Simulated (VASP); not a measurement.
A run of VASP 6.6.1 is set up as follows.

POSCAR

```
CdS
1.0
    2.7268809904      2.7268809904      0.0000000000
   -2.7268809904      2.7268809904      0.0000000000
    0.0000000000      2.7268809904      2.7268809904
Cd S
1 1
Direct
    0.0000000000      0.0000000000      0.0000000000
    0.5000000000      0.5000000000      0.0000000000
```

Contents of INCAR.step1:

```
SYSTEM = CdS
  PREC = Accurate
  ENCUT = 520
  ISMEAR = 0
  SIGMA = 0.01
  LREAL = .False.
  LASPH = .True.
  NELM = 60
  NBANDS = 16
  GGA = PE
  ALGO = Normal
  EDIFF = 1E-4
  LWAVE = .True.
  LCHARG = .False.
```

The input INCAR.step2:

```
SYSTEM = CdS
  PREC = Accurate
  ENCUT = 520
  EDIFF = 1E-7
  ISMEAR = 0
  SIGMA = 0.01
  LREAL = .False.
  LASPH = .True.
  NELM = 60
  ALGO = Normal
  ISIF = 2
  LWAVE = .False.
  LCHARG = .True.
  METAGGA = R2SCAN
  LMIXTAU = .True.
  LELF = .True.
  LVHAR = .True.
  NBANDS = 16
  ISTART = 1
```

KPOINTS

```
regular mesh
0
Gamma
  8 8 8
  0 0 0
```

Potentials or basis: VASP PAW PBE potentials, release 64 (Cd, S).

Command:

```console
$ cat potpaw_PBE.64/Cd/POTCAR potpaw_PBE.64/S/POTCAR > POTCAR
$ cp INCAR.step1 INCAR
$ mpirun -np 1 vasp_std > vasp.out
$ cp INCAR.step2 INCAR
$ mpirun -np 1 vasp_std > vasp.out
```

(1) Predict the pressure.

(2) Estimate the band gap on the k mesh.

Answers

(1) 0.5 GPa.

(2) 0.73 eV (least direct gap 2.35 eV).

Caveat: the PAW data sets were made with another functional, which shifts forces and pressure a little.
